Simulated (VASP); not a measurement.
Set up this calculation in VASP 6.6.1, as the native input.

```
Task                   : single point
Functional             : PBE
Potentials or basis    : VASP PAW PBE potentials, release 64 (B, N)
Cutoff                 : 520 eV
k mesh                 : 12 × 12 × 12
Occupations            : gaussian, width 0.05 eV
Spin                   : no spin polarisation
Dipole correction      : no
Further INCAR settings : ALGO = Normal; EDIFF = 1e-06; NBANDS = 11
```

The structure of BN lies in POSCAR:

```
BN
1.0
   -0.0362600200      1.8130010000      1.8130010000
    1.7767409800      0.0000000000      1.7767409800
    1.8130010000      1.8130010000     -0.0362600200
B N
1 1
Direct
    0.0000000000      0.0000000000      0.0000000000
    0.7500000000      0.7500000000      0.7500000000
```

This cell differs from its parent crystal: strain -0.0400 x Voigt [0, 0, 0, 0, 1, 0].

The input as run:

INCAR

```
PREC = Accurate ; ENCUT = 520
EDIFF = 1E-6 ; ISMEAR = 0
SIGMA = 0.05 ; LREAL = False
LASPH = True ; NELM = 100
ALGO = Normal ; ISIF = 2
LWAVE = False ; LCHARG = False
GGA = PE ; NBANDS = 11
```

KPOINTS

```
regular mesh
0
Gamma
  12 12 12
```

Potentials or basis: VASP PAW PBE potentials, release 64 (B, N).

The run is started by

```bash
$ cat potpaw_PBE.64/B/POTCAR potpaw_PBE.64/N/POTCAR > POTCAR
$ mpirun -np 1 vasp_std > vasp.out
```

It gave:

| Property | Result |
| --- | --- |
| Pressure | 0.6 GPa |
| Largest force | 0.059 eV/Å |
| Band gap on the k mesh | 4.27 eV, indirect (least direct gap 8.18 eV) |

Caveat: the cell differs from its parent crystal (strain -0.0400 x Voigt [0, 0, 0, 0, 1, 0]).

Run time: 13 s on 1 thread of Intel Xeon 6975P-C, with other jobs on the host, peak memory 0.15 GiB.
